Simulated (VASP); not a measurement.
# Te3P (P4/mmm) in VASP: notebook

The runs below take Te3P through single point, relaxation of cell and atoms, with PBE.

All numbers are computed with VASP 6.6.1; they aren't measurements. Logs are shortened: lines on timing, memory, paths and dates and some standing lists are left out, and cuts for length are marked.

## Step 1: The cell of the first run

Symmetry: P4/mmm, No. 123, tetragonal system. The conventional cell has a = 5.220 Å, b = 5.220 Å, c = 3.691 Å, α = 90.00°, β = 90.00°, γ = 90.00°. Within 4.2 Å of Te (site symmetry mmm) lie 10 Te at 3.20 to 3.69 Å and 4 P at 3.20 Å. Within 4.2 Å of Te (site symmetry 4/mmm) lie 10 Te at 3.20 to 3.69 Å and 4 P at 3.69 Å. P (site symmetry 4/mmm) has 12 Te at 3.20 to 3.69 Å and 2 P at 3.69 Å within 4.2 Å.

## Step 2: Single point, PBE

INCAR reads:

```
SYSTEM = Te3P
PREC = Accurate
ENCUT = 520
EDIFF = 1E-6
ISMEAR = 0
SIGMA = 0.1
LREAL = .False.
LASPH = .True.
NELM = 100
ALGO = Normal
ISIF = 2
LWAVE = .False.
LCHARG = .False.
GGA = PE
NBANDS = 20
```

KPOINTS reads:

```
regular mesh
0
Gamma
  10 10 12
  0 0 0
```

POSCAR reads:

```
Te3P
1.0
    5.2203531105      0.0000000000      0.0000000000
    0.0000000000      5.2203531105      0.0000000000
    0.0000000000      0.0000000000      3.6912852319
Te P
3 1
Direct
    0.0000000000      0.5000000000      0.5000000000
    0.5000000000      0.0000000000      0.5000000000
    0.5000000000      0.5000000000      0.0000000000
    0.0000000000      0.0000000000      0.0000000000
```

Potentials or basis: VASP PAW PBE potentials, release 64 (Te, P).

On the command line:

```console
$ cat potpaw_PBE.64/Te/POTCAR potpaw_PBE.64/P/POTCAR > POTCAR
$ mpirun -np 1 vasp_std > vasp.out
```

OUTCAR:

```text
SYSTEM = Te3P
   PREC = Accurate
   ENCUT = 520
   EDIFF = 1E-6
   ISMEAR = 0
   LREAL = .False.
   LASPH = .True.
   NELM = 100
   ISIF = 2
   GGA = PE

 ion  position               nearest neighbor table
   1  0.000  0.500  0.500-   3 3.20   4 3.20   3 3.20   4 3.20   4 3.20   4 3.20   3 3.20   3 3.20

   2  0.500  0.000  0.500-   3 3.20   4 3.20   3 3.20   4 3.20   3 3.20   3 3.20   4 3.20   4 3.20

   3  0.500  0.500  0.000-   1 3.20   2 3.20   1 3.20   2 3.20   2 3.20   2 3.20   1 3.20   1 3.20

   4  0.000  0.000  0.000-   1 3.20   2 3.20   1 3.20   2 3.20   1 3.20   1 3.20   2 3.20   2 3.20

  LATTYP: Found a simple tetragonal cell.
 ALAT       =     5.2203531105
 C/A-ratio  =     0.7070949328

  Lattice vectors:

 A1 = (   5.2203531105,   0.0000000000,   0.0000000000)
 A2 = (   0.0000000000,   5.2203531105,   0.0000000000)
 A3 = (   0.0000000000,   0.0000000000,   3.6912852319)

Analysis of symmetry for initial positions (statically):
=====================================================================
 Subroutine PRICEL returns:
 Original cell was already a primitive cell.

 Routine SETGRP: Setting up the symmetry group for a
 simple tetragonal supercell.

 Subroutine GETGRP returns: Found 16 space group operations
 (whereof 16 operations were pure point group operations)
 out of a pool of 16 trial point group operations.

The static configuration has the point symmetry D_4h.

Analysis of symmetry for dynamics (positions and initial velocities):
=====================================================================
 Subroutine PRICEL returns:
 Original cell was already a primitive cell.

 Routine SETGRP: Setting up the symmetry group for a
 simple tetragonal supercell.

 Subroutine GETGRP returns: Found 16 space group operations
 (whereof 16 operations were pure point group operations)
 out of a pool of 16 trial point group operations.

The dynamic configuration has the point symmetry D_4h.

 Subroutine INISYM returns: Found 16 space group operations
 (whereof 16 operations are pure point group operations),
 and found     1 'primitive' translations

----------------------------------------------------------------------------------------

                                     Primitive cell

  volume of cell :     100.5952

  direct lattice vectors                    reciprocal lattice vectors
     5.220353110  0.000000000  0.000000000     0.191557923  0.000000000  0.000000000
     0.000000000  5.220353110  0.000000000     0.000000000  0.191557923  0.000000000
     0.000000000  0.000000000  3.691285232     0.000000000  0.000000000  0.270908352

  length of vectors
     5.220353110  5.220353110  3.691285232     0.191557923  0.191557923  0.270908352

  position of ions in fractional coordinates (direct lattice)
     0.000000000  0.500000000  0.500000000
     0.500000000  0.000000000  0.500000000
     0.500000000  0.500000000  0.000000000
     0.000000000  0.000000000  0.000000000

  ion indices of the primitive-cell ions
   primitive index   ion index
                 1           1
                 2           2
                 3           3
                 4           4

----------------------------------------------------------------------------------------

 KPOINTS: regular mesh

Automatic generation of k-mesh.
 Grid dimensions read from file:
 generate k-points for:   10   10   12

 Generating k-lattice:

  Cartesian coordinates                     Fractional coordinates (reciprocal lattice)
     0.019155792  0.000000000  0.000000000     0.100000000  0.000000000  0.000000000
     0.000000000  0.019155792  0.000000000     0.000000000  0.100000000  0.000000000
     0.000000000  0.000000000  0.022575696     0.000000000  0.000000000  0.083333333

  Length of vectors
     0.019155792  0.019155792  0.022575696

  Shift w.r.t. Gamma in fractional coordinates (k-lattice)
     0.000000000  0.000000000  0.000000000

 Subroutine IBZKPT returns following result:
 ===========================================

 Found    147 irreducible k-points:

 Following reciprocal coordinates:
            Coordinates               Weight
  0.000000  0.000000  0.000000      1.000000
  0.100000  0.000000  0.000000      4.000000
  0.200000  0.000000  0.000000      4.000000
  0.300000  0.000000  0.000000      4.000000
  0.400000  0.000000  0.000000      4.000000
  0.500000  0.000000  0.000000      2.000000
[... 16 lines left out ...]
  0.100000  0.000000  0.083333      8.000000
  0.200000  0.000000  0.083333      8.000000
 [... further k-points ...]
   k-points           NKPTS =    147   k-points in BZ     NKDIM =    147   number of bands    NBANDS=     20
   number of dos      NEDOS =    301   number of ions     NIONS =      4
   total plane-waves  NPLWV =  44800
   dimension x,y,z NGX =    40 NGY =   40 NGZ =   28
   dimension x,y,z NGXF=    80 NGYF=   80 NGZF=   56
   ions per type =               3   1
   NGX,Y,Z   is equivalent  to a cutoff of  12.74, 12.74, 12.61 a.u.
   NGXF,Y,Z  is equivalent  to a cutoff of  25.48, 25.48, 25.22 a.u.
 SYSTEM =  Te3P
   PREC   = accura    normal or accurate (medium, high low for compatibility)
   ISTART =      0    job   : 0-new  1-cont  2-samecut
   ICHARG =      2    charge: 1-file 2-atom 10-const
   ISPIN  =      1    spin polarized calculation?
   LNONCOLLINEAR =      F non collinear calculations
   LSORBIT =      F    spin-orbit coupling
   LASPH  =      T    aspherical Exc in radial PAW
   ENCUT  =  520.0 eV  38.22 Ry    6.18 a.u.   9.71  9.71  6.86*2*pi/ulx,y,z
   NELM   =    100;   NELMIN=  2; NELMDL= -5     # of ELM steps
   EDIFF  = 0.1E-05   stopping-criterion for ELM
   LREAL  =      F    real-space projection
   EDIFFG = 0.1E-04   stopping-criterion for IOM
   NSW    =      0    number of steps for IOM
   IBRION =     -1    ionic relax: 0-MD 1-quasi-New 2-CG
   NFREE  =      0    steps in history (QN), initial steepest desc. (CG)
   ISIF   =      2    stress and relaxation
   ISYM   =      2    0-nonsym 1-usesym 2-fastsym
   POTIM  = 0.5000    time-step for ionic-motion
   TEBEG  =    0.0;   TEEND  =   0.0 temperature during run
   PSTRESS=    0.0 pullay stress
   NELECT =      23.0000    total number of electrons
   NUPDOWN=      -1.0000    fix difference up-down
   EMIN   =  10.00;   EMAX   =-10.00  energy-range for DOS
   EFERMI =   0.00;   METHOD = LEGACY
   ISMEAR =     0;   SIGMA  =   0.10  broadening in eV -4-tet -1-fermi 0-gaus
   EFERMI_NEDOS =   21; number of points for ismear=-14 and -15
   IALGO  =     38    algorithm
   IMIX   =      4    mixing-type and parameters
     AMIX     =   0.40;   BMIX     =  1.00
     AMIX_MAG =   1.60;   BMIX_MAG =  1.00
  volume/ion in A,a.u.               =      25.15       169.71
  Fermi-wavevector in a.u.,A,eV,Ry     =   1.001056  1.891721 13.634573  1.002113
  Thomas-Fermi vector in A             =   2.133453
   LORBIT       =      0    0 simple, 1 ext, 2 COOP (PROOUT), +10 PAW based schemes
   GGA     = PE    functional components
   LHFCALC =     F    Hartree Fock is set to
   AEXX    =    0.0000 exact exchange contribution
   IVDW    =     0    specifies the selected vdW correction
   LEPSILON=     F    determine dielectric tensor
   LRPA    =     F    only Hartree local field effects (RPA)
 non-spin polarized calculation
 Gauss-broadening in eV      SIGMA  =   0.10
  energy-cutoff  :      520.00
  volume of cell :      100.60
 maximum number of plane-waves:      2742
 NGX is ok and might be reduce to    40
   NGX = 19   NGY = 19   NGZ = 13

 number of electron      23.0000000 magnetization

 Free energy of the ion-electron system (eV)
  ---------------------------------------------------
  ext. energy  EPLUGINS =         0.00000000
  ---------------------------------------------------
  free energy    TOTEN  =       -12.52240983 eV

  energy without entropy =      -12.50514981  energy(sigma->0) =      -12.51377982

 E-fermi :   8.1348     XC(G=0): -10.2892

 val. band max:        8.1342284463   @ k =   0.5000   0.4000   0.4167
 cond. band min:       8.1408020192   @ k =   0.3000   0.3000   0.5000
 fundamental gap:      0.0065735729
 Fermi energy:         8.1347787095

 k-point     1 :       0.0000    0.0000    0.0000
  band No.  band energies     occupation
      1      -6.2198      2.00000
      2      -2.8449      2.00000
      3      -2.1364      2.00000
      4       0.2645      2.00000
      5       1.8468      2.00000
      6       1.8468      2.00000
[... 12 lines left out ...]
     19      13.9693      0.00000
     20      14.1366      0.00000

 k-point     2 :       0.1000    0.0000    0.0000
  band No.  band energies     occupation
      1      -6.1720      2.00000
      2      -2.9390      2.00000
      3      -2.2037      2.00000
      4       0.1607      2.00000
      5       1.8944      2.00000
      6       2.1450      2.00000
[... 12 lines left out ...]
     19      14.0828      0.00000
     20      14.3507      0.00000

 k-point     3 :       0.2000    0.0000    0.0000
  band No.  band energies     occupation
      1      -6.0308      2.00000
      2      -3.2837      2.00000
      3      -2.2205      2.00000
      4      -0.1099      2.00000
      5       2.0346      2.00000
      6       2.9130      2.00000
[... 12 lines left out ...]
     19      14.2679      0.00000
     20      14.9032      0.00000

 k-point     4 :       0.3000    0.0000    0.0000
  band No.  band energies     occupation
      1      -5.8049      2.00000
      2      -3.7856      2.00000
      3      -2.0994      2.00000
      4      -0.4592      2.00000
      5       2.2565      2.00000
      6       3.9593      2.00000
[... 12 lines left out ...]
     19      14.5499      0.00000
     20      15.2007      0.00000

 k-point     5 :       0.4000    0.0000    0.0000
  band No.  band energies     occupation
      1      -5.5265      2.00000
      2      -4.2693      2.00000
      3      -1.9192      2.00000
      4      -0.7877      2.00000
      5       2.5234      2.00000
      6       3.8155      2.00000
[... 12 lines left out ...]
     19      14.7017      0.00000
     20      14.9477      0.00000

 k-point     6 :       0.5000    0.0000    0.0000
  band No.  band energies     occupation
      1      -5.3513      2.00000
      2      -4.5180      2.00000
      3      -1.8147      2.00000
      4      -0.9440      2.00000
      5       2.6831      2.00000
      6       3.5897      2.00000
[... 12 lines left out ...]
     19      15.3672      0.00000
     20      15.5690      0.00000

 k-point     7 :       0.1000    0.1000    0.0000
  band No.  band energies     occupation
      1      -6.1242      2.00000
      2      -2.9928      2.00000
      3      -2.3099      2.00000
      4       0.0513      2.00000
      5       2.1890      2.00000
      6       2.1935      2.00000
[... 12 lines left out ...]
     19      14.3001      0.00000
     20      14.4527      0.00000
[... 277 lines left out ...]
 k-point    20 :       0.5000    0.4000    0.0000
  band No.  band energies     occupation
      1      -4.5710      2.00000
      2      -4.0357      2.00000
      3      -3.5760      2.00000
      4      -2.2317      2.00000
      5       5.6784      2.00000
      6       5.9568      2.00000
[... 12 lines left out ...]
     19      14.0588      0.00000
     20      14.2775      0.00000

 k-point    21 :       0.5000    0.5000    0.0000
  band No.  band energies     occupation
      1      -4.2686      2.00000
      2      -3.9543      2.00000
      3      -3.9543      2.00000
      4      -2.3780      2.00000
      5       6.3595      2.00000
      6       6.4857      2.00000
[... 12 lines left out ...]
     19      13.5716      0.00000
     20      13.7264      0.00000

 k-point    22 :       0.0000    0.0000    0.0833
  band No.  band energies     occupation
      1      -6.1495      2.00000
      2      -2.8006      2.00000
      3      -2.1073      2.00000
      4       0.1155      2.00000
      5       1.9249      2.00000
      6       1.9249      2.00000
[... 12 lines left out ...]
     19      14.4859      0.00000
     20      14.7374      0.00000

 k-point    23 :       0.1000    0.0000    0.0833
  band No.  band energies     occupation
      1      -6.1019      2.00000
      2      -2.8932      2.00000
      3      -2.1729      2.00000
      4       0.0306      2.00000
      5       1.9725      2.00000
      6       2.2147      2.00000
[... 12 lines left out ...]
     19      14.4556      0.00000
     20      14.7062      0.00000

 k-point    24 :       0.2000    0.0000    0.0833
  band No.  band energies     occupation
      1      -5.9611      2.00000
      2      -3.2328      2.00000
      3      -2.1907      2.00000
      4      -0.1975      2.00000
      5       2.1127      2.00000
      6       2.9611      2.00000
[... 12 lines left out ...]
     19      14.6188      0.00000
     20      14.8380      0.00000

 [... further k-points ...]
[... 5 lines left out ...]
  --------------------------------------------------------------------------------------
  -------------------------------------------------------------------------------------
  Total       -0.0529635     -0.0529635     -0.0885623      0.0000000      0.0000000      0.0000000
  in kB       -0.8435482     -0.8435482     -1.4105285      0.0000000      0.0000000      0.0000000
  external PRESSURE =      -1.0325417 kB  Pullay stress =       0.0000000 kB

 VOLUME and BASIS-vectors are now :
 -----------------------------------------------------------------------------
  energy-cutoff  :      520.00
  volume of cell :      100.60
      direct lattice vectors                 reciprocal lattice vectors
     5.220353110  0.000000000  0.000000000     0.191557923  0.000000000  0.000000000
     0.000000000  5.220353110  0.000000000     0.000000000  0.191557923  0.000000000
     0.000000000  0.000000000  3.691285232     0.000000000  0.000000000  0.270908352

 POSITION                                       TOTAL-FORCE (eV/Angst)
 -----------------------------------------------------------------------------------
      0.00000      2.61018      1.84564         0.000000      0.000000      0.000000
      2.61018      0.00000      1.84564         0.000000      0.000000      0.000000
      2.61018      2.61018      0.00000         0.000000      0.000000      0.000000
      0.00000      0.00000      0.00000         0.000000      0.000000      0.000000
 -----------------------------------------------------------------------------------
    total drift:                                0.000000      0.000000     -0.000000

  FREE ENERGIE OF THE ION-ELECTRON SYSTEM (eV)
  ---------------------------------------------------
  free  energy   TOTEN  =       -12.5224098348 eV

  energy  without entropy=      -12.5051498128  energy(sigma->0) =      -12.51377982
```

Wall time 92 s (1 thread of Intel Xeon 6975P-C (Granite Rapids), shared host); peak memory 0.38 GiB.

What came out:

| Item | Value |
| --- | --- |
| Free energy | -12.5224 eV |
| Pressure | -0.1 GPa |

Levels at points of the mesh, in eV from the Fermi level:
| k point | band 7 | band 8 | band 9 | band 10 | band 11 | band 12 | band 13 | band 14 | band 15 | band 16 |
| --- | --- | --- | --- | --- | --- | --- | --- | --- | --- | --- |
| (0.00, 0.00, 0.00) | -2.96 | -2.85 | -2.85 | 0.32 | 0.42 | 2.39 | 2.39 | 2.88 | 2.92 | 3.51 |
| (0.50, 0.00, 0.00) | -1.95 | -1.80 | -1.53 | -1.42 | -0.60 | -0.47 | 1.55 | 1.61 | 2.82 | 3.06 |
| (0.50, 0.50, 0.00) | -1.42 | -1.42 | -0.75 | -0.65 | -0.46 | -0.46 | -0.35 | -0.35 | -0.26 | -0.11 |
| (0.00, 0.00, 0.50) | -3.67 | -3.46 | -3.38 | -3.38 | -1.71 | -1.21 | -0.44 | -0.44 | -0.37 | -0.37 |
| (0.50, 0.00, 0.50) | -4.25 | -3.86 | -2.68 | -2.66 | -2.27 | -1.79 | 1.36 | 1.41 | 1.49 | 1.60 |
| (0.50, 0.50, 0.50) | -6.25 | -5.63 | 0.18 | 0.31 | 0.31 | 0.66 | 2.34 | 2.40 | 2.40 | 2.43 |

Caveat: spin-orbit coupling is left out, which moves the levels of the heavy elements.

[end of part 1 of 2]
